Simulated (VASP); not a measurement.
Here is a VASP 6.6.1 calculation.

INCAR

```
  PREC = Accurate
  ENCUT = 600
  EDIFF = 1E-6
  ISMEAR = -1
  SIGMA = 0.05
  LREAL = F
  LASPH = T
  NELM = 120
  ALGO = Normal
  ISIF = 2
  LWAVE = F
  LCHARG = F
  GGA = PE
  NBANDS = 15
  GGA_COMPAT = F
```

Contents of KPOINTS:

```
Automatic mesh
0
Gamma
  13 13 13
```

POSCAR

```
TiC
1.0
    0.0000000000      2.1168936023      2.1168936023
    2.1168936023      0.0000000000      2.1168936023
    2.1168936023      2.1168936023      0.0000000000
Ti C
1 1
Direct
    0.0000000000      0.0000000000      0.0000000000
    0.5000000000      0.5000000000      0.5000000000
```

Potentials or basis: VASP PAW PBE potentials, release 64 (Ti_sv, C).

Launch:

```sh
$ cat potpaw_PBE.64/Ti_sv/POTCAR potpaw_PBE.64/C/POTCAR > POTCAR
$ mpirun -np 1 vasp_std > vasp.out
```

Q: Estimate the pressure.

A: 20.1 GPa.

Q: What does it give for the band gap on the k mesh?

A: Zero (band 8 reaches 10.95 eV, above the bottom of band 9 at 9.83 eV).
